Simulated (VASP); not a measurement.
# HfGeTe in VASP: notebook

Runs on HfGeTe. Level: PBE. Tasks: single point.

All numbers are computed with VASP 6.6.1; they aren't measurements. Logs are shortened: lines on timing, memory, paths and dates and some standing lists are left out, and cuts for length are marked.

## 1. The cell of the first run

The cell holds a disordered packing, 6 atoms: a = 5.001 Å, b = 5.656 Å, c = 5.264 Å, α = 86.31°, β = 96.35°, γ = 98.35°.

## 2. Single point, PBE

Input file INCAR:

```
ALGO     = Normal         # electronic algorithm
EDIFF    = 1E-7           # SCF threshold, eV
ENCUT    = 520            # plane-wave cutoff, eV
GGA      = PE             # functional
ISIF     = 2              # what is computed and relaxed
ISMEAR   = -1             # smearing method
LASPH    = T              # aspherical terms in the spheres
LCHARG   = T              # write CHGCAR
LELF     = T              # ELF
LREAL    = F              # projectors in reciprocal space
LVHAR    = T            
LWAVE    = F              # write WAVECAR
NBANDS   = 39             # bands
NELM     = 60             # most SCF steps
PREC     = Accurate       # precision mode
SIGMA    = 0.05           # smearing width, eV
```

Input file KPOINTS:

```
k-points
0
Gamma
  3 3 3
```

Input file POSCAR:

```
HfGeTe
1.0
    4.9934800000     -0.2419010000     -0.1116350000
   -0.5319920000      5.5442570000      0.9836880000
   -0.4970970000     -0.6256230000      5.2033570000
Hf Te Ge
2 2 2
Direct
    0.3018121334      0.8331739518      0.7485480199
    0.2156833548      0.1544159458      0.2242207672
    0.7665725760      0.4447189411      0.3859104120
    0.6757393341      0.2940285757      0.8848635177
    0.8215645242      0.7652223756      0.0126853275
    0.1562602488      0.3376129065      0.7105033055
```

Potentials or basis: VASP PAW PBE potentials, release 64 (Hf_pv, Te, Ge_d).

Started as:

```
> cat potpaw_PBE.64/Hf_pv/POTCAR potpaw_PBE.64/Te/POTCAR potpaw_PBE.64/Ge_d/POTCAR > POTCAR
> mpirun -np 1 vasp_std > vasp.out
```

OUTCAR:

```text
EDIFF = 1E-7
   ENCUT = 520
   GGA = PE
   ISIF = 2
   ISMEAR = -1
   LASPH = T
   LREAL = F
   NELM = 60
   PREC = Accurate

 ion  position               nearest neighbor table
   1  0.302  0.833  0.749-   6 2.81   5 2.87   5 2.87   6 3.03   4 3.06   2 3.23   2 3.29   3 3.65

   2  0.216  0.154  0.224-   6 2.83   6 2.88   5 2.92   4 3.05   3 3.06   3 3.18   1 3.23   4 3.24
                             1 3.29
   3  0.767  0.445  0.386-   6 2.56   5 2.60   4 2.77   4 2.79   2 3.06   2 3.18   1 3.65
   4  0.676  0.294  0.885-   6 2.64   6 2.70   5 2.76   3 2.77   3 2.79   2 3.05   1 3.06   5 3.19
                             2 3.24
   5  0.822  0.765  0.013-   3 2.60   4 2.76   1 2.87   1 2.87   2 2.92   4 3.19
   6  0.156  0.338  0.711-   3 2.56   4 2.64   4 2.70   1 2.81   2 2.83   2 2.88   1 3.03

  LATTYP: Found a triclinic cell.
 ALAT       =     8.6312707189
 B/A-ratio  =     1.3537710867
 C/A-ratio  =     0.6099165671
 COS(alpha) =     0.0149050675
 COS(beta)  =     0.5879643800
 COS(gamma) =     0.7692196251

  Lattice vectors:

 A1 = (   3.9643910000,   4.6767330000,   6.0754100000)
 A2 = (   3.9294960000,  10.8466130000,   1.8557410000)
 A3 = (  -0.4970970000,  -0.6256230000,   5.2033570000)

Analysis of symmetry for initial positions (statically):
=====================================================================
 Subroutine PRICEL returns:
 Original cell was already a primitive cell.

 Routine SETGRP: Setting up the symmetry group for a
 triclinic supercell.

 Subroutine GETGRP returns: Found  1 space group operations
 (whereof  1 operations were pure point group operations)
 out of a pool of  2 trial point group operations.

The static configuration has the point symmetry C_1 .

Analysis of symmetry for dynamics (positions and initial velocities):
=====================================================================
 Subroutine PRICEL returns:
 Original cell was already a primitive cell.

 Routine SETGRP: Setting up the symmetry group for a
 triclinic supercell.

 Subroutine GETGRP returns: Found  1 space group operations
 (whereof  1 operations were pure point group operations)
 out of a pool of  2 trial point group operations.

The dynamic configuration has the point symmetry C_1 .

 Subroutine INISYM returns: Found  1 space group operations
 (whereof  1 operations are pure point group operations),
 and found     1 'primitive' translations

[... 94 lines left out ...]
   NSW    =      0    number of steps for IOM
   IBRION =     -1    ionic relax: 0-MD 1-quasi-New 2-CG
   NFREE  =      0    steps in history (QN), initial steepest desc. (CG)
   ISIF   =      2    stress and relaxation
   ISYM   =      2    0-nonsym 1-usesym 2-fastsym
   POTIM  = 0.5000    time-step for ionic-motion
   TEBEG  =    0.0;   TEEND  =   0.0 temperature during run
   PSTRESS=    0.0 pullay stress
   NELECT =      60.0000    total number of electrons
   NUPDOWN=      -1.0000    fix difference up-down
   EMIN   =  10.00;   EMAX   =-10.00  energy-range for DOS
   EFERMI =   0.00;   METHOD = LEGACY
   ISMEAR =    -1;   SIGMA  =   0.05  broadening in eV -4-tet -1-fermi 0-gaus
   EFERMI_NEDOS =   21; number of points for ismear=-14 and -15
   IALGO  =     38    algorithm
   IMIX   =      4    mixing-type and parameters
     AMIX     =   0.40;   BMIX     =  1.00
     AMIX_MAG =   1.60;   BMIX_MAG =  1.00
  volume/ion in A,a.u.               =      24.37       164.47
  Fermi-wavevector in a.u.,A,eV,Ry     =   1.216496  2.298843 20.134739  1.479862
  Thomas-Fermi vector in A             =   2.351848
   LORBIT       =      0    0 simple, 1 ext, 2 COOP (PROOUT), +10 PAW based schemes
   GGA     = PE    functional components
   LHFCALC =     F    Hartree Fock is set to
   AEXX    =    0.0000 exact exchange contribution
   IVDW    =     0    specifies the selected vdW correction
   LEPSILON=     F    determine dielectric tensor
   LRPA    =     F    only Hartree local field effects (RPA)
 non-spin polarized calculation
  energy-cutoff  :      520.00
  volume of cell :      146.23
 maximum number of plane-waves:      3959
 NGX is ok and might be reduce to    40
   NGX = 19   NGY = 21   NGZ = 19

 number of electron      60.0000012 magnetization

 Free energy of the ion-electron system (eV)
  ---------------------------------------------------
  ext. energy  EPLUGINS =         0.00000000
  ---------------------------------------------------
  free energy    TOTEN  =       -31.48070970 eV

  energy without entropy =      -31.43063503  energy(sigma->0) =      -31.45567237

 E-fermi :   6.5203     XC(G=0): -10.3620

 val. band max:        6.4863877904   @ k =   0.0000  -0.3333   0.3333
 cond. band min:       6.5599792102   @ k =  -0.0000   0.3333   0.0000
 fundamental gap:      0.0735914199
 Fermi energy:         6.5203055964

 k-point     1 :       0.0000    0.0000    0.0000
  band No.  band energies     occupation
      1     -25.0552      2.00000
      2     -24.9243      2.00000
      3     -24.8507      2.00000
      4     -24.8224      2.00000
      5     -24.7382      2.00000
      6     -24.6382      2.00000
[... 577 lines left out ...]
     38       9.3361      0.00000
     39       9.7990      0.00000

------------------------ aborting loop because EDIFF is reached ----------------------------------------

  FORCE on cell =-STRESS in cart. coord.  units (eV):
  Direction    XX          YY          ZZ          XY          YZ          ZX
  --------------------------------------------------------------------------------------
  -------------------------------------------------------------------------------------
  Total        9.9382102      3.0295004     10.6195487      1.0665044     -4.2708844      0.1660692
  in kB      108.8866524     33.1923106    116.3516460     11.6850106    -46.7933662      1.8195150
  external PRESSURE =      86.1435363 kB  Pullay stress =       0.0000000 kB

 VOLUME and BASIS-vectors are now :
 -----------------------------------------------------------------------------
  energy-cutoff  :      520.00
  volume of cell :      146.23
      direct lattice vectors                 reciprocal lattice vectors
     4.993480000 -0.241901000 -0.111635000     0.201488398  0.015585830  0.021122927
    -0.531992000  5.544257000  0.983688000     0.009085108  0.177302263  0.022185784
    -0.497097000 -0.625623000  5.203357000     0.002605288 -0.033184382  0.188442609

 POSITION                                       TOTAL-FORCE (eV/Angst)
 -----------------------------------------------------------------------------------
      0.69175      4.07801      4.68085        -0.131557      0.606251      0.489043
      0.88340      0.66367      1.29452        -0.241187     -0.043177      0.142211
      3.39944      2.03877      2.35992        -1.041565      0.911933     -0.207457
      2.77801      0.91312      4.81806        -1.302012     -3.030398     -0.064850
      3.68907      4.03592      0.72703         0.413168      2.431079     -0.484151
      0.24749      1.38951      4.01166         2.303153     -0.875688      0.125204
 -----------------------------------------------------------------------------------
    total drift:                                0.000787      0.001994      0.001060

  FREE ENERGIE OF THE ION-ELECTRON SYSTEM (eV)
  ---------------------------------------------------
  free  energy   TOTEN  =       -31.4807096987 eV

  energy  without entropy=      -31.4306350325  energy(sigma->0) =      -31.45567237
```

stdout:

```text
POSCAR found type information on POSCAR HfTeGe
 POSCAR found :  3 types and       6 ions
 scaLAPACK will be used
 LDA part: xc-table for (Slater+PW92), standard interpolation
 POSCAR, INCAR and KPOINTS ok, starting setup
 FFT: planning ... GRIDC
 FFT: planning ... GRID_SOFT
 FFT: planning ... GRID
 WAVECAR not read
 entering main loop
```

Run time: 97 s. Hardware: 1 thread of Intel Xeon Platinum 8259CL at 2.50GHz (Skylake/Cascade Lake), shared host; peak memory 0.28 GiB.

Results:

```
Free energy            : -31.4807 eV
Pressure               : 8.6 GPa
Largest force          : 3.299 eV/Å
Band gap on the k mesh : zero (bands 30 and 31 overlap by 0.31 eV)
```

Forces in eV/Å, atoms in the order of the input:
```
Hf  -0.132  0.606  0.489
Hf  -0.241 -0.043  0.142
Te  -1.042  0.912 -0.207
Te  -1.302 -3.030 -0.065
Ge   0.413  2.431 -0.484
Ge   2.303 -0.876  0.125
```

Caveat: the k points lie up to 0.43 Å⁻¹ apart; spin-orbit coupling is left out, which moves the levels of the heavy elements.

## 3. Single point, PBE

This run uses another cell than the first one, of 24.54 Å³/atom.

Input file INCAR:

```
PREC     = Accurate       # precision mode
ENCUT    = 520            # plane-wave cutoff, eV
EDIFF    = 1E-7           # SCF threshold, eV
ISMEAR   = -1             # smearing method
SIGMA    = 0.05           # smearing width, eV
LREAL    = False          # projectors in reciprocal space
LASPH    = True           # aspherical terms in the spheres
NELM     = 60             # most SCF steps
ALGO     = Normal         # electronic algorithm
ISIF     = 2              # what is computed and relaxed
LWAVE    = False          # write WAVECAR
LCHARG   = True           # write CHGCAR
GGA      = PE             # functional
LELF     = True           # ELF
LVHAR    = True         
NBANDS   = 39             # bands
```

Input file KPOINTS:

```
regular mesh
0
Gamma
  3 3 3
```

Input file POSCAR:

```
HfGeTe
1.0
    5.0046840000     -0.2424440000     -0.1118860000
   -0.5331860000      5.5566970000      0.9858950000
   -0.4982130000     -0.6270270000      5.2150330000
Hf Te Ge
2 2 2
Direct
    0.3021523394      0.8294617803      0.7499976308
    0.2187255976      0.1519872853      0.2252129234
    0.7694891787      0.4532784017      0.3871024702
    0.6720601779      0.2919945949      0.8853008435
    0.8259910956      0.7613254508      0.0101690410
    0.1538437630      0.3470429738      0.7107782502
```

Potentials or basis: VASP PAW PBE potentials, release 64 (Hf_pv, Te, Ge_d).

Started as:

```
> cat potpaw_PBE.64/Hf_pv/POTCAR potpaw_PBE.64/Te/POTCAR potpaw_PBE.64/Ge_d/POTCAR > POTCAR
> mpirun -np 1 vasp_std > vasp.out
```

Run time: 1.7 min. Hardware: 1 thread of Intel Xeon Platinum 8259CL at 2.50GHz (Skylake/Cascade Lake), shared host; peak memory 0.29 GiB.

It converged, with:

* Free energy: -31.4712 eV
* Pressure: 8.1 GPa
* Largest force: 3.390 eV/Å
* Band gap on the k mesh: zero (bands 30 and 31 overlap by 0.30 eV)

Forces on the atoms (eV/Å):
```
Hf  -0.022  0.872  0.521
Hf  -0.268  0.086  0.194
Te  -1.134  0.860 -0.252
Te  -1.321 -3.121 -0.056
Ge   0.409  2.502 -0.562
Ge   2.336 -1.200  0.155
```

Stress tensor (GPa, compression positive):
```
10.15  1.36  0.19
 1.36  3.43 -4.61
 0.19 -4.61 10.66
```

Levels at points of the mesh, in eV from the Fermi level:
```
           k point  band 26  band 27  band 28  band 29  band 30  band 31  band 32  band 33  band 34  band 35
(0.00, 0.00, 0.00)    -1.88    -1.82    -0.97    -0.83    -0.61    -0.31     0.59     0.81     1.11     1.92
```

Caveat: the k points lie up to 0.42 Å⁻¹ apart; spin-orbit coupling is left out, which moves the levels of the heavy elements.

## 4. Single point, PBE

This run uses another cell than the first one, of 25.00 Å³/atom.

Input file INCAR:

```
PREC = Accurate ; ENCUT = 520
EDIFF = 1E-6 ; ISMEAR = -1
SIGMA = 0.05 ; LREAL = False
LASPH = True ; NELM = 100
ALGO = Normal ; ISIF = 2
LWAVE = False ; LCHARG = False
GGA = PE ; NBANDS = 39
```

KPOINTS is that of step 3.

Input file POSCAR:

```
HfGeTe
1.0
    5.0359770000     -0.2439600000     -0.1125850000
   -0.5365200000      5.5914420000      0.9920600000
   -0.5013280000     -0.6309470000      5.2476410000
Hf Te Ge
2 2 2
Direct
    0.3030816293      0.8259145749      0.7510181493
    0.2222962613      0.1508525331      0.2266668891
    0.7703435592      0.4626813613      0.3874921052
    0.6678425132      0.2884769826      0.8863715285
    0.8294660963      0.7611277696      0.0050942939
    0.1548238620      0.3525953485      0.7086357666
```

Started as:

```
> cat potpaw_PBE.64/Hf_pv/POTCAR potpaw_PBE.64/Te/POTCAR potpaw_PBE.64/Ge_d/POTCAR > POTCAR
> mpirun -np 1 vasp_std > vasp.out
```

Wall time 79 s (1 thread of Intel Xeon Platinum 8259CL at 2.50GHz (Skylake/Cascade Lake), shared host); peak memory 0.29 GiB.

The run converged. Its results:

* Free energy: -31.6860 eV
* Pressure: 6.2 GPa
* Largest force: 3.169 eV/Å
* Band gap on the k mesh: zero (bands 30 and 31 overlap by 0.28 eV)

Forces in eV/Å, atoms in the order of the input:
```
Hf   0.045  1.050  0.520
Hf  -0.309  0.192  0.184
Te  -1.045  0.828 -0.182
Te  -1.046 -2.989 -0.096
Ge   0.384  2.281 -0.557
Ge   1.971 -1.362  0.132
```

Stress tensor (GPa, compression positive):
```
 8.14  1.31  0.16
 1.31  2.24 -4.06
 0.16 -4.06  8.30
```

Levels at points of the mesh, in eV from the Fermi level:
| k point | band 26 | band 27 | band 28 | band 29 | band 30 | band 31 | band 32 | band 33 | band 34 | band 35 |
| --- | --- | --- | --- | --- | --- | --- | --- | --- | --- | --- |
| (0.00, 0.00, 0.00) | -1.88 | -1.80 | -0.95 | -0.88 | -0.64 | -0.28 | 0.57 | 0.83 | 1.10 | 1.85 |

Caveat: the k points lie up to 0.42 Å⁻¹ apart; spin-orbit coupling is left out, which moves the levels of the heavy elements.

## 5. The runs side by side

| cell | gap on the mesh (eV) | pressure (GPa) | largest force (eV/Å) |
| --- | --- | --- | --- |
| a = 5.001, b = 5.656, c = 5.264 Å, angles 86.3, 96.4, 98.4°, 6 atoms, atomic positions A | none | 8.6 | 3.30 |
| a = 5.012, b = 5.669, c = 5.276 Å, angles 86.3, 96.4, 98.4°, 6 atoms, atomic positions B | none | 8.1 | 3.39 |
| a = 5.043, b = 5.704, c = 5.309 Å, angles 86.3, 96.4, 98.4°, 6 atoms, atomic positions C | none | 6.2 | 3.17 |

Alike in all rows: task single point; level PBE; potentials or basis VASP PAW PBE potentials, release 64 (Hf_pv, Te, Ge_d); no spin polarisation; k mesh 3 × 3 × 3; cutoff (eV) 520; smearing fermi-dirac 0.05 eV.

Caveats: all runs use coarse meshes; spin-orbit coupling is left out, which moves the levels of the heavy elements.

Total energies depend on the potentials used, so only differences within one code and one set of settings carry meaning.

The gap in the log of VASP goes by the Fermi energy; the results here count the filled bands.